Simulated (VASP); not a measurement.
A run of VASP 6.6.1 is set up as follows.

INCAR

```
SYSTEM = AlRu
PREC = Accurate ; ENCUT = 600
EDIFF = 1E-6 ; ISMEAR = -1
SIGMA = 0.08 ; LREAL = .FALSE.
LASPH = .TRUE. ; NELM = 80
ALGO = Normal ; ISIF = 3
LWAVE = .FALSE. ; LCHARG = .FALSE.
GGA = PS ; IBRION = 2
NSW = 100 ; EDIFFG = -0.002
```

KPOINTS

```
regular mesh
0
G
  16 16 16
  0 0 0
```

POSCAR

```
AlRu
1.0
    2.9916000000      0.0000000000      0.0000000000
    0.0000000000      2.9916000000      0.0000000000
    0.0000000000      0.0000000000      2.9916000000
Al Ru
1 1
Direct
    0.0000000000      0.0000000000      0.0000000000
    0.5000000000      0.5000000000      0.5000000000
```

Potentials or basis: VASP PAW PBE potentials, release 64 (Al, Ru_pv).

Launch:

```sh
$ cat potpaw_PBE.64/Al/POTCAR potpaw_PBE.64/Ru_pv/POTCAR > POTCAR
$ mpirun -np 1 vasp_std > vasp.out
```

(1) What does it give for the relaxed volume?

(2) Estimate the space group after relaxing (to 0.05 Å).

Answers

(1) 13.19 Å³/atom.

(2) Pm-3m (No. 221).

Caveat: the PAW data sets were made with another functional, which shifts forces and pressure a little.
